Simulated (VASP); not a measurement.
Input of a VASP 6.6.1 run:

File INCAR:

```
PREC = Accurate
ENCUT = 500
EDIFF = 1E-7
ISMEAR = -1
SIGMA = 0.02
LREAL = F
LASPH = T
NELM = 120
ALGO = Normal
ISIF = 3
LWAVE = F
LCHARG = F
GGA = PE
IBRION = 2
NSW = 80
EDIFFG = -0.01
GGA_COMPAT = F
NELMIN = 4
```

File KPOINTS:

```
Automatic mesh
0
Gamma
  6 6 5
```

File POSCAR:

```
Se
1.0
    4.3662000000      0.0000000000      0.0000000000
   -2.1831000000      3.7812401180      0.0000000000
    0.0000000000      0.0000000000      4.9536000000
Se
3
Direct
    0.2254000000      0.0000000000      0.3333333333
    0.0000000000      0.2254000000      0.6666666667
    0.7746000000      0.7746000000      0.0000000000
```

Potentials or basis: VASP PAW PBE potentials, release 64 (Se).

The run is started by

```bash
$ cat potpaw_PBE.64/Se/POTCAR > POTCAR
$ mpirun -np 1 vasp_std > vasp.out
```

Problem. What does it give for the relaxed cell?

Solution. a = 4.520 Å, b = 4.520 Å, c = 5.046 Å, α = 90.00°, β = 90.00°, γ = 120.00°.

Problem. Predict the band gap on the k mesh.

Solution. 1.43 eV (least direct gap 1.45 eV).

Step by step:
```csv
step,energy change (eV),largest force (eV/Å),pressure (GPa),volume (Å³)
1,0.0000,0.4318,2.91,81.78
2,-0.0048,0.5166,-2.12,87.78
3,-0.0350,0.0952,0.10,84.78
4,-0.0350,0.0857,0.15,84.72
5,-0.0362,0.0661,0.14,85.01
6,-0.0378,0.0149,0.09,85.72
7,-0.0378,0.0073,0.09,85.82
8,-0.0383,0.0185,0.02,86.21
9,-0.0393,0.0512,-0.18,87.38
10,-0.0391,0.1136,-0.51,89.73
11,-0.0396,0.0752,-0.31,88.32
12,-0.0398,0.0702,-0.29,88.39
13,-0.0402,0.0546,-0.22,88.59
14,-0.0407,0.0217,-0.08,89.00
15,-0.0404,0.0488,0.22,89.82
16,-0.0408,0.0013,0.01,89.27
```

Caveat: an odd mesh through Γ misses points on the zone boundary, where band edges can lie.
